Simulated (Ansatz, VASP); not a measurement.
**Ti: VASP beside Ansatz**

The input INCAR:

```
PREC = Accurate ; ENCUT = 520
EDIFF = 1E-6 ; ISMEAR = 0
SIGMA = 0.1 ; LREAL = F
LASPH = T ; NELM = 60
ALGO = Fast ; ISIF = 2
LWAVE = F ; LCHARG = F
GGA = PE ; NBANDS = 25
```

File KPOINTS:

```
Automatic mesh
0
Gamma
  10 10 14
```

Contents of POSCAR:

```
Ti
1.0
    4.5184582462     -0.0131083658      0.0456737483
   -2.2705813008      3.9124153134     -0.0169827895
    0.0282624427      0.0041828415      2.8344686408
Ti
3
Direct
   -0.0045832881     -0.0194262991     -0.0377745127
    0.3408887320      0.7073370041      0.4989031380
    0.6636958201      0.3120918231      0.5388749130
```

Input for Ansatz:

```yaml
crystal:
  lattice:
    - [4.5184582462, -0.0131083658, 0.0456737483]
    - [-2.2705813008, 3.9124153134, -0.0169827895]
    - [0.0282624427, 0.0041828415, 2.8344686408]
  atoms:
    - { symbol: Ti, position: [-0.0045832881, -0.0194262991, -0.0377745127] }
    - { symbol: Ti, position: [0.340888732, 0.7073370041, 0.498903138] }
    - { symbol: Ti, position: [0.6636958201, 0.3120918231, 0.538874913] }
basis:
  ecutwfc: 420
kpoints:
  mp_grid: { grid: [10, 10, 14] }
hamiltonian:
  xc: pbe
scf:
  occupations: { method: gaussian, width: 0.1 }
output:
  forces: true
  stress: true
  eigenvalues: true
```

Change from the starting cell: all atoms moved at random, cell strained at random.

Alike in both runs: task single point; functional PBE; k mesh 10 × 10 × 14; occupations gaussian, width 0.1 eV; no spin polarisation.

|  | VASP | Ansatz |
| --- | --- | --- |
| version | VASP 6.6.1 | Ansatz 0.2.0 |
| potentials or method | VASP PAW PBE potentials, release 64 (Ti_sv), cutoff 520 eV | scalar-relativistic, plane waves, PAW |
| valence electrons in the cell | 36 | 36 |

```csv
,VASP,Ansatz,Ansatz less VASP
gap on the k mesh at the Fermi level (eV),none,none,-
pressure (GPa),4.6,4.9,+0.30
"traceless stress, the component that is largest in VASP (GPa)",-1.47,-1.42,+0.048
rms of the force components (eV/Å),0.730,0.722,-0.0085
```

Atom by atom the forces differ by 0.013 eV/Å (rms over components). A gap of «none» marks a metal or a gap that the smearing closes.
